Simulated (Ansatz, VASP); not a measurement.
Ca: VASP beside Ansatz

File INCAR:

```
SYSTEM = Ca
PREC = Accurate
ENCUT = 520
EDIFF = 1E-6
ISMEAR = -1
SIGMA = 0.1
LREAL = .False.
LASPH = .True.
NELM = 100
ALGO = Normal
ISIF = 2
LWAVE = .False.
LCHARG = .True.
GGA = RE
LELF = .True.
LVHAR = .True.
NBANDS = 28
```

KPOINTS

```
Automatic mesh
0
Gamma
  10 10 3
  0 0 0
```

POSCAR

```
Ca
1.0
    3.7951167361      0.0000000000      0.0000000000
   -1.8975583680      3.2866675038      0.0000000000
    0.0000000000      0.0000000000     12.4376447275
Ca
4
Direct
    0.0000000000      0.0000000000      0.0000000000
    0.0000000000      0.0000000000      0.5000000000
    0.3333333333      0.6666666667      0.2500000000
    0.6666666667      0.3333333333      0.7500000000
```

Input for Ansatz:

```yaml
crystal:
  lattice:
    - [3.7951167361, 0.0, 0.0]
    - [-1.897558368, 3.2866675038, 0.0]
    - [0.0, 0.0, 12.4376447275]
  atoms:
    - { symbol: Ca, position: [0.0, 0.0, 0.0] }
    - { symbol: Ca, position: [0.0, 0.0, 0.5] }
    - { symbol: Ca, position: [0.3333333333, 0.6666666667, 0.25] }
    - { symbol: Ca, position: [0.6666666667, 0.3333333333, 0.75] }
hamiltonian:
  xc: revpbe
  pseudopotentials:
    kind: paw
    azcp:
      Ca: "pseudopotentials/Ca.paw.azcp"
basis:
  ecutwfc: 420
  fft_grid_basis: typed
kpoints:
  mp_grid: { grid: [10, 10, 3], shift: [0, 0, 0] }
magnetization:
  spin_polarized: false
scf:
  occupations: { method: fermi_dirac, width: 0.1 }
  lower_state_search: "off"
output:
  stress: true
  write_density: true
  write_potential: true
  elf: true
  volumetric_format: npy
```

Alike in both runs: task single point; functional revPBE; k mesh 10 × 10 × 3; occupations fermi-dirac, width 0.1 eV; no spin polarisation.

|  | VASP | Ansatz |
| --- | --- | --- |
| version | VASP 6.6.1 | Ansatz 0.2.0 |
| potentials or method | VASP PAW PBE potentials, release 64 (Ca_sv), cutoff 520 eV | plane waves (420 eV) with PAW, scalar-relativistic |
| valence electrons in the cell | 40 | 40 |

|  | VASP | Ansatz | Ansatz less VASP |
| --- | --- | --- | --- |
| pressure (GPa) | 2.6 | 2.6 | -0.01 |
| traceless stress, the component that is largest in VASP (GPa) | 0.14 | 0.14 | -0.001 |

VASP's potentials were made for PBE, not for revPBE. With one functional, cell and mesh, what is left measures potentials, basis and numerics.
